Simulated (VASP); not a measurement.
# GaN (Imm2) in VASP: single point with PBE

Aim: the single point of GaN with PBE.

All numbers are computed with VASP 6.6.1; they aren't measurements. Logs are shortened: lines on timing, memory, paths and dates and some standing lists are left out, and cuts for length are marked.

### 1 The cell of the first run

Symmetry: Imm2, No. 44, orthorhombic system. The conventional cell has a = 3.216 Å, b = 3.216 Å, c = 4.442 Å, α = 90.00°, β = 90.00°, γ = 90.00°. Within 2.5 Å of Ga (site symmetry mm2) lie 4 N at 1.87 to 2.05 Å. Within 2.5 Å of N (site symmetry mm2) lie 4 Ga at 1.87 to 2.05 Å.

### 2 Single point, PBE (mode 4 frozen in at -0.135 Å, normal strain along x -0.0233)

Input file INCAR:

```
SYSTEM = GaN
  ALGO = Normal
  EDIFF = 1E-6
  ENCUT = 520
  GGA = PE
  ISIF = 2
  ISMEAR = 0
  LASPH = .TRUE.
  LCHARG = .FALSE.
  LREAL = .FALSE.
  LWAVE = .FALSE.
  NBANDS = 16
  NELM = 60
  PREC = Accurate
  SIGMA = 0.05
```

Input file KPOINTS:

```
k-points
0
G
  10 10 10
  0 0 0
```

Input file POSCAR:

```
GaN
1.0
    0.0000000000      2.2741461228      2.2741461228
    2.2211585181      0.0000000000      2.2741461228
    2.2211585181      2.2741461228      0.0000000000
Ga N
1 1
Direct
   -0.0059628580      0.0059628580      0.0059628580
    0.7796814700      0.7203185300      0.7203185300
```

Potentials or basis: VASP PAW PBE potentials, release 64 (Ga_d, N).

On the command line:

```console
$ cat potpaw_PBE.64/Ga_d/POTCAR potpaw_PBE.64/N/POTCAR > POTCAR
$ mpirun -np 1 vasp_std > vasp.out
```

OUTCAR:

```text
SYSTEM = GaN
   EDIFF = 1E-6
   ENCUT = 520
   GGA = PE
   ISIF = 2
   ISMEAR = 0
   LASPH = .TRUE.
   LREAL = .FALSE.
   NELM = 60
   PREC = Accurate

 ion  position               nearest neighbor table
   1  0.994  0.006  0.006-   2 1.87   2 1.87   2 2.05   2 2.05
   2  0.780  0.720  0.720-   1 1.87   1 1.87   1 2.05   1 2.05

  LATTYP: Found a body centered tetragonal cell.
 ALAT       =     3.2161282897
 C/A-ratio  =     1.3812623863

  Lattice vectors:

 A1 = (  -2.2211585181,   0.0000000000,  -2.2741461228)
 A2 = (  -2.2211585181,   0.0000000000,   2.2741461228)
 A3 = (   2.2211585181,   2.2741461228,   0.0000000000)

Analysis of symmetry for initial positions (statically):
=====================================================================
 Subroutine PRICEL returns:
 Original cell was already a primitive cell.

 Routine SETGRP: Setting up the symmetry group for a
 body centered tetragonal supercell.

 Subroutine GETGRP returns: Found  4 space group operations
 (whereof  4 operations were pure point group operations)
 out of a pool of 16 trial point group operations.

The static configuration has the point symmetry C_2v.

Analysis of symmetry for dynamics (positions and initial velocities):
=====================================================================
 Subroutine PRICEL returns:
 Original cell was already a primitive cell.

 Routine SETGRP: Setting up the symmetry group for a
 body centered tetragonal supercell.

 Subroutine GETGRP returns: Found  4 space group operations
 (whereof  4 operations were pure point group operations)
 out of a pool of 16 trial point group operations.

The dynamic configuration has the point symmetry C_2v.

 Subroutine INISYM returns: Found  4 space group operations
 (whereof  4 operations are pure point group operations),
 and found     1 'primitive' translations

----------------------------------------------------------------------------------------

                                     Primitive cell

  volume of cell :      22.9745

  direct lattice vectors                    reciprocal lattice vectors
     0.000000000  2.274146123  2.274146123    -0.225107752  0.219862741  0.219862741
     2.221158518  0.000000000  2.274146123     0.225107752 -0.219862741  0.219862741
     2.221158518  2.274146123  0.000000000     0.225107752  0.219862741 -0.219862741

  length of vectors
     3.216128290  3.178881210  3.178881210     0.383865536  0.383865536  0.383865536

  position of ions in fractional coordinates (direct lattice)
     0.994037142  0.005962858  0.005962858
     0.779681470  0.720318530  0.720318530

  ion indices of the primitive-cell ions
   primitive index   ion index
                 1           1
                 2           2

----------------------------------------------------------------------------------------

 KPOINTS: k-points

Automatic generation of k-mesh.
 Grid dimensions read from file:
 generate k-points for:   10   10   10

 Generating k-lattice:

  Cartesian coordinates                     Fractional coordinates (reciprocal lattice)
    -0.022510775  0.021986274  0.021986274     0.100000000  0.000000000  0.000000000
     0.022510775 -0.021986274  0.021986274     0.000000000  0.100000000 -0.000000000
     0.022510775  0.021986274 -0.021986274     0.000000000 -0.000000000  0.100000000

  Length of vectors
     0.038386554  0.038386554  0.038386554

  Shift w.r.t. Gamma in fractional coordinates (k-lattice)
     0.000000000  0.000000000  0.000000000

 Subroutine IBZKPT returns following result:
 ===========================================

 Found    171 irreducible k-points:

 Following reciprocal coordinates:
            Coordinates               Weight
  0.000000  0.000000  0.000000      1.000000
  0.100000  0.000000  0.000000      4.000000
  0.000000 -0.100000  0.000000      4.000000
  0.200000  0.000000  0.000000      4.000000
  0.000000 -0.200000  0.000000      4.000000
  0.300000  0.000000  0.000000      4.000000
[... 16 lines left out ...]
 -0.300000  0.100000  0.000000      8.000000
  0.100000  0.400000  0.100000      8.000000
 [... further k-points ...]
   k-points           NKPTS =    171   k-points in BZ     NKDIM =    171   number of bands    NBANDS=     16
   number of dos      NEDOS =    301   number of ions     NIONS =      2
   total plane-waves  NPLWV =  13824
   dimension x,y,z NGX =    24 NGY =   24 NGZ =   24
   dimension x,y,z NGXF=    48 NGYF=   48 NGZF=   48
   ions per type =               1   1
   NGX,Y,Z   is equivalent  to a cutoff of  12.41, 12.55, 12.55 a.u.
   NGXF,Y,Z  is equivalent  to a cutoff of  24.81, 25.10, 25.10 a.u.
 SYSTEM =  GaN
   PREC   = accura    normal or accurate (medium, high low for compatibility)
   ISTART =      0    job   : 0-new  1-cont  2-samecut
   ICHARG =      2    charge: 1-file 2-atom 10-const
   ISPIN  =      1    spin polarized calculation?
   LNONCOLLINEAR =      F non collinear calculations
   LSORBIT =      F    spin-orbit coupling
   LASPH  =      T    aspherical Exc in radial PAW
   ENCUT  =  520.0 eV  38.22 Ry    6.18 a.u.   5.98  5.91  5.91*2*pi/ulx,y,z
   NELM   =     60;   NELMIN=  2; NELMDL= -5     # of ELM steps
   EDIFF  = 0.1E-05   stopping-criterion for ELM
   LREAL  =      F    real-space projection
   EDIFFG = 0.1E-04   stopping-criterion for IOM
   NSW    =      0    number of steps for IOM
   IBRION =     -1    ionic relax: 0-MD 1-quasi-New 2-CG
   NFREE  =      0    steps in history (QN), initial steepest desc. (CG)
   ISIF   =      2    stress and relaxation
   ISYM   =      2    0-nonsym 1-usesym 2-fastsym
   POTIM  = 0.5000    time-step for ionic-motion
   TEBEG  =    0.0;   TEEND  =   0.0 temperature during run
   PSTRESS=    0.0 pullay stress
   NELECT =      18.0000    total number of electrons
   NUPDOWN=      -1.0000    fix difference up-down
   EMIN   =  10.00;   EMAX   =-10.00  energy-range for DOS
   EFERMI =   0.00;   METHOD = LEGACY
   ISMEAR =     0;   SIGMA  =   0.05  broadening in eV -4-tet -1-fermi 0-gaus
   EFERMI_NEDOS =   21; number of points for ismear=-14 and -15
   IALGO  =     38    algorithm
   IMIX   =      4    mixing-type and parameters
     AMIX     =   0.40;   BMIX     =  1.00
     AMIX_MAG =   1.60;   BMIX_MAG =  1.00
  volume/ion in A,a.u.               =      11.49        77.52
  Fermi-wavevector in a.u.,A,eV,Ry     =   1.509212  2.851997 30.990272  2.277721
  Thomas-Fermi vector in A             =   2.619564
   LORBIT       =      0    0 simple, 1 ext, 2 COOP (PROOUT), +10 PAW based schemes
   GGA     = PE    functional components
   LHFCALC =     F    Hartree Fock is set to
   AEXX    =    0.0000 exact exchange contribution
   IVDW    =     0    specifies the selected vdW correction
   LEPSILON=     F    determine dielectric tensor
   LRPA    =     F    only Hartree local field effects (RPA)
 non-spin polarized calculation
 Gauss-broadening in eV      SIGMA  =   0.05
  energy-cutoff  :      520.00
  volume of cell :       22.97
 maximum number of plane-waves:       631
   NGX = 11   NGY = 11   NGZ = 11

 number of electron      17.9999994 magnetization

 Free energy of the ion-electron system (eV)
  ---------------------------------------------------
  ext. energy  EPLUGINS =         0.00000000
  ---------------------------------------------------
  free energy    TOTEN  =       -11.99630375 eV

  energy without entropy =      -11.99630375  energy(sigma->0) =      -11.99630375

 E-fermi :   5.6670     XC(G=0): -11.6475

 val. band max:        5.4471500407   @ k =   0.0000   0.0000   0.0000
 cond. band min:       6.9486006522   @ k =   0.0000   0.0000   0.0000
 fundamental gap:      1.5014506115
 Fermi energy:         5.6669958215

 k-point     1 :       0.0000    0.0000    0.0000
  band No.  band energies     occupation
      1     -10.7475      2.00000
      2      -8.2986      2.00000
      3      -8.2088      2.00000
      4      -8.1625      2.00000
      5      -7.9378      2.00000
      6      -7.9242      2.00000
[... 8 lines left out ...]
     15      23.3848      0.00000
     16      24.1266      0.00000

 k-point     2 :       0.1000    0.0000    0.0000
  band No.  band energies     occupation
      1     -10.6469      2.00000
      2      -8.2849      2.00000
      3      -8.2083      2.00000
      4      -8.1079      2.00000
      5      -7.9397      2.00000
      6      -7.9244      2.00000
[... 8 lines left out ...]
     15      22.6831      0.00000
     16      23.3363      0.00000

 k-point     3 :       0.0000   -0.1000    0.0000
  band No.  band energies     occupation
      1     -10.6328      2.00000
      2      -8.2839      2.00000
      3      -8.1963      2.00000
      4      -8.1252      2.00000
      5      -7.9380      2.00000
      6      -7.9257      2.00000
[... 8 lines left out ...]
     15      22.6731      0.00000
     16      23.0383      0.00000

 k-point     4 :       0.2000    0.0000    0.0000
  band No.  band energies     occupation
      1     -10.3948      2.00000
      2      -8.2523      2.00000
      3      -8.1911      2.00000
      4      -7.9452      2.00000
      5      -7.9214      2.00000
      6      -7.9211      2.00000
[... 8 lines left out ...]
     15      21.9385      0.00000
     16      22.5609      0.00000
[... 324 lines left out ...]
 k-point    22 :       0.1000    0.5000    0.1000
  band No.  band energies     occupation
      1      -9.7777      2.00000
      2      -8.1456      2.00000
      3      -8.1297      2.00000
      4      -7.9118      2.00000
      5      -7.8860      2.00000
      6      -6.7311      2.00000
[... 8 lines left out ...]
     15      23.0494      0.00000
     16      24.6720      0.00000

 k-point    23 :      -0.3000    0.1000    0.0000
  band No.  band energies     occupation
      1     -10.0026      2.00000
      2      -8.2037      2.00000
      3      -8.1488      2.00000
      4      -7.9421      2.00000
      5      -7.9074      2.00000
      6      -7.2618      2.00000
[... 8 lines left out ...]
     15      22.2869      0.00000
     16      24.2597      0.00000

 k-point    24 :       0.1000    0.4000    0.1000
  band No.  band energies     occupation
      1      -9.9151      2.00000
      2      -8.1671      2.00000
      3      -8.1350      2.00000
      4      -7.9471      2.00000
      5      -7.9055      2.00000
      6      -7.3066      2.00000
[... 8 lines left out ...]
     15      21.7350      0.00000
     16      24.2090      0.00000

 [... further k-points ...]
[... 5 lines left out ...]
  --------------------------------------------------------------------------------------
  -------------------------------------------------------------------------------------
  Total        0.8697128      0.9743388      0.9743388      0.0000000     -1.3070660      0.0000000
  in kB       60.6513053     67.9476243     67.9476243      0.0000000    -91.1510801      0.0000000
  external PRESSURE =      65.5155180 kB  Pullay stress =       0.0000000 kB

 VOLUME and BASIS-vectors are now :
 -----------------------------------------------------------------------------
  energy-cutoff  :      520.00
  volume of cell :       22.97
      direct lattice vectors                 reciprocal lattice vectors
     0.000000000  2.274146123  2.274146123    -0.225107752  0.219862741  0.219862741
     2.221158518  0.000000000  2.274146123     0.225107752 -0.219862741  0.219862741
     2.221158518  2.274146123  0.000000000     0.225107752  0.219862741 -0.219862741

 POSITION                                       TOTAL-FORCE (eV/Angst)
 -----------------------------------------------------------------------------------
      0.02649      2.27415      2.27415        -1.817762     -0.000000     -0.000000
      3.19988      3.41122      3.41122         1.817762      0.000000      0.000000
 -----------------------------------------------------------------------------------
    total drift:                                0.000099     -0.000004     -0.000003

  FREE ENERGIE OF THE ION-ELECTRON SYSTEM (eV)
  ---------------------------------------------------
  free  energy   TOTEN  =       -11.9963037454 eV

  energy  without entropy=      -11.9963037454  energy(sigma->0) =      -11.99630375
```

Wall time 48 s (1 thread of Intel Xeon 8259CL, shared host); peak memory 0.18 GiB.

Results:

```
Free energy            : -11.9963 eV
Pressure               : 6.6 GPa
Largest force          : 1.818 eV/Å
Band gap on the k mesh : 1.50 eV, direct
```

Forces in eV/Å, atoms in the order of the input:
```
Ga  -1.818  0.000  0.000
N    1.818  0.000  0.000
```

Caveat: the cell differs from its parent crystal (mode 4 frozen in at -0.135 Å, normal strain along x -0.0233); forces of over 1 eV/Å act on the atoms, so gaps and moduli don't describe the material at rest.
